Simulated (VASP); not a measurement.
A run of VASP 6.6.1 is set up as follows.

Contents of INCAR:

```
PREC     = Accurate       # precision mode
ENCUT    = 560            # plane-wave cutoff, eV
EDIFF    = 1E-6           # SCF threshold, eV
ISMEAR   = 0              # smearing method
SIGMA    = 0.05           # smearing width, eV
LREAL    = False          # projectors in reciprocal space
LASPH    = True           # aspherical terms in the spheres
NELM     = 120            # most SCF steps
ALGO     = Normal         # electronic algorithm
ISIF     = 2              # what is computed and relaxed
LWAVE    = False          # write WAVECAR
LCHARG   = True           # write CHGCAR
GGA      = PE             # functional
LELF     = True           # ELF
LVHAR    = True         
NBANDS   = 17             # bands
GGA_COMPAT= False
```

File KPOINTS:

```
Automatic mesh
0
Gamma
  12 12 12
```

Contents of POSCAR:

```
ReP
1.0
    0.0000000000      2.4120646174      2.4120646174
    2.4120646174      0.0000000000      2.4120646174
    2.4120646174      2.4120646174      0.0000000000
Re P
1 1
Direct
    0.5000000000      0.5000000000      0.5000000000
    0.0000000000      0.0000000000      0.0000000000
```

Potentials or basis: VASP PAW PBE potentials, release 64 (Re_sv_GW, P).

Launch:

```console
$ cat potpaw_PBE.64/Re_sv_GW/POTCAR potpaw_PBE.64/P/POTCAR > POTCAR
$ mpirun -np 1 vasp_std > vasp.out
```

(1) What does it give for the band gap on the k mesh?

(2) Estimate the pressure.

Answers

(1) zero (bands 10 and 11 overlap by 0.84 eV).

(2) 13.1 GPa.

Caveat: the cell stands under pressure; spin-orbit coupling is left out, which moves the levels of the heavy elements.
